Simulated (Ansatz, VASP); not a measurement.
# Two plane-wave programs on Mo

```xyz
1
Lattice="-1.6967 1.6967 1.5710 1.6967 -1.6967 1.5710 1.6967 1.6967 -1.5710" Properties=species:S:1:pos:R:3 pbc="T T T"
Mo    0.0000    0.0000    0.0000
```

Change from the starting cell: strain +0.080 along x and y, +0.000 along z, atoms carried along.

Alike in both runs: task single point; functional PBE; k mesh 22 × 22 × 22; occupations gaussian, width 0.15 eV; no spin polarisation.

```csv
,VASP,Ansatz
version,VASP 6.6.1,Ansatz 0.2.0
potentials or method,"VASP PAW PBE potentials, release 64 (Mo_sv), cutoff 520 eV","scalar-relativistic, plane waves, PAW"
valence electrons in the cell,14,14
```

Ansatz gave:

```
gap on the k mesh at the Fermi level (eV)                     : none
pressure (GPa)                                                : -25.7
traceless stress, the component that is largest in VASP (GPa) : 10.99
```

Q: What did VASP give for the same quantities?

A: gap on the k mesh at the Fermi level (eV): none; pressure (GPa): -25.3; traceless stress, the component that is largest in VASP (GPa): 10.98.

A gap of «none» marks a metal or a gap that the smearing closes.
